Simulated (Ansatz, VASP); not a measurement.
**One calculation of Ba2SnF6, two programs**

```
CELL_PARAMETERS angstrom
0.00000 4.25434 4.25434
4.25434 0.00000 4.25434
4.25434 4.25434 0.00000
ATOMIC_POSITIONS crystal
Ba 0.25000 0.25000 0.25000
Ba 0.75000 0.75000 0.75000
Sn 0.00000 0.00000 0.00000
F 0.76500 0.23500 0.23500
F 0.23500 0.76500 0.23500
F 0.23500 0.76500 0.76500
F 0.76500 0.23500 0.76500
F 0.23500 0.23500 0.76500
F 0.76500 0.76500 0.23500
```

Change from the starting cell: species swapped into the Rb2TiCl6 type (Fm-3m, No. 225).

Alike in both runs: task relaxation of cell and atoms; functional PBE; k mesh 4 × 4 × 4; occupations gaussian, width 0.1 eV; no spin polarisation.

|  | VASP | Ansatz |
| --- | --- | --- |
| version | VASP 6.6.1 | Ansatz 0.2.0 |
| potentials or method | VASP PAW PBE potentials, release 64 (Ba_sv, Sn_d, F), cutoff 600 eV | scalar-relativistic, plane waves, PAW |
| valence electrons in the cell | 76 | 76 |

```tsv
	VASP	Ansatz	Ansatz less VASP
gap on the k mesh at the Fermi level, each at its own relaxed structure (eV)	2.29	2.32	+0.021
relaxed volume (Å³/atom)	18.46	18.28	-0.177
relaxed cell length with the largest relative difference (Å)	6.171	6.151	-0.0197
```

Spin-orbit coupling is off throughout.
